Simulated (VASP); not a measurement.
Here is a VASP 6.6.1 calculation.

The input INCAR:

```
SYSTEM = Be2C
  PREC = Accurate
  ENCUT = 600
  EDIFF = 1E-8
  ISMEAR = 0
  SIGMA = 0.01
  LREAL = .False.
  LASPH = .True.
  NELM = 120
  ALGO = Normal
  ISIF = 2
  LWAVE = .False.
  LCHARG = .True.
  NBANDS = 11
  IBRION = 8
  NSW = 1
  GGA_COMPAT = .False.
```

Contents of KPOINTS:

```
Automatic mesh
0
Gamma
  8 8 8
  0 0 0
```

Contents of POSCAR:

```
Be2C
1.0
    0.0000000000      2.1552852199      2.1552852199
    2.1552852199      0.0000000000      2.1552852199
    2.1552852199      2.1552852199      0.0000000000
Be C
2 1
Direct
    0.2500000000      0.2500000000      0.2500000000
    0.7500000000      0.7500000000      0.7500000000
    0.0000000000      0.0000000000      0.0000000000
```

Potentials or basis: VASP PAW LDA potentials, release 64 (Be, C).

The run is started by

```sh
$ cat potpaw_LDA.64/Be/POTCAR potpaw_LDA.64/C/POTCAR > POTCAR
$ mpirun -np 1 vasp_std > vasp.out
```

**Question.** Estimate the highest phonon frequency at Γ.

**Answer.** 697 cm⁻¹.

Phonon frequencies in cm⁻¹ (negative: imaginary):
```
              q point                    frequencies
(0.000, 0.000, 0.000)  0 0 0 638 638 638 697 697 697
```

Caveat: the cell stands under pressure or tension, which shifts response properties.
